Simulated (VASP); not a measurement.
Write the native input for VASP 6.6.1 that does the following.

```
Task                   : single point
Functional             : PBEsol
Potentials or basis    : VASP PAW PBE potentials, release 64 (Ti_sv, N)
Cutoff                 : 520 eV
k mesh                 : 9 × 9 × 9
Occupations            : methfessel-paxton, width 0.2 eV
Spin                   : no spin polarisation
Dipole correction      : no
Further INCAR settings : ALGO = Normal; EDIFF = 1e-06; NBANDS = 16
```

The structure of TiN (Osbornite) lies in POSCAR:

```
TiN
1.0
    0.0000000000      2.0972700455      2.0972700455
    2.0972700455      0.0000000000      2.0972700455
    2.0972700455      2.0972700455      0.0000000000
Ti N
1 1
Direct
    0.0000000000      0.0000000000      0.0000000000
    0.5000000000      0.5000000000      0.5000000000
```

The input as run:

INCAR

```
ALGO     = Normal         # electronic algorithm
EDIFF    = 1E-6           # SCF threshold, eV
ENCUT    = 520            # plane-wave cutoff, eV
GGA      = PS             # functional
ISIF     = 2              # what is computed and relaxed
ISMEAR   = 1              # smearing method
LASPH    = T              # aspherical terms in the spheres
LCHARG   = F              # write CHGCAR
LREAL    = F              # projectors in reciprocal space
LWAVE    = F              # write WAVECAR
NBANDS   = 16             # bands
NELM     = 100            # most SCF steps
PREC     = Accurate       # precision mode
SIGMA    = 0.2            # smearing width, eV
```

KPOINTS

```
k-points
0
Gamma
  9 9 9
```

Potentials or basis: VASP PAW PBE potentials, release 64 (Ti_sv, N).

Command:

```bash
$ cat potpaw_PBE.64/Ti_sv/POTCAR potpaw_PBE.64/N/POTCAR > POTCAR
$ mpirun -np 1 vasp_std > vasp.out
```

It gave:

The pressure is 2.5 GPa.

Caveat: the PAW data sets were made with another functional, which shifts forces and pressure a little.

It took 35 s on 1 thread of AMD EPYC 7R13, on a shared host, peak memory 0.11 GiB.
